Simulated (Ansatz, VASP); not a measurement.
**Hf3H4C2: VASP beside Ansatz**

```
CELL_PARAMETERS angstrom
5.81138 0.00000 0.00000
-2.90569 5.03280 0.00000
0.00000 0.00000 3.20867
ATOMIC_POSITIONS crystal
Hf 0.98737 0.62581 0.50000
Hf 0.37419 0.36157 0.50000
Hf 0.63843 0.01263 0.50000
H 0.79029 0.96394 0.00000
H 0.03606 0.82635 0.00000
H 0.17365 0.20971 0.00000
H 0.33333 0.66667 0.00000
C 0.00000 0.00000 0.50000
C 0.66667 0.33333 0.00000
```

Change from the starting cell: species swapped into the Tm3In4Co2 type (P-6, No. 174).

Alike in both runs: functional PBE; k mesh 6 × 6 × 12; occupations gaussian, width 0.1 eV; no spin polarisation.

Ansatz relaxed the structure, and its values are those at the end. VASP's run is a single point on that final structure, the one shown.

```csv
,VASP,Ansatz
version,VASP 6.6.1,Ansatz 0.2.0
potentials or method,"VASP PAW PBE potentials, release 64 (Hf_pv, H, C), cutoff 520 eV","scalar-relativistic, plane waves, PAW"
valence electrons in the cell,42,90
```

```csv
,VASP,Ansatz,Ansatz less VASP
gap on the k mesh at the Fermi level (eV),none,none,-
pressure (GPa),-0.4,0.0,+0.42
rms of the force components (eV/Å),0.012,0.001,-0.0108
```

A gap of «none» marks a metal or a gap that the smearing closes. VASP's potentials hold 42 valence electrons a cell and Ansatz's 90, so a difference there can come from the potentials and not from the codes.

Spin-orbit coupling is off throughout.
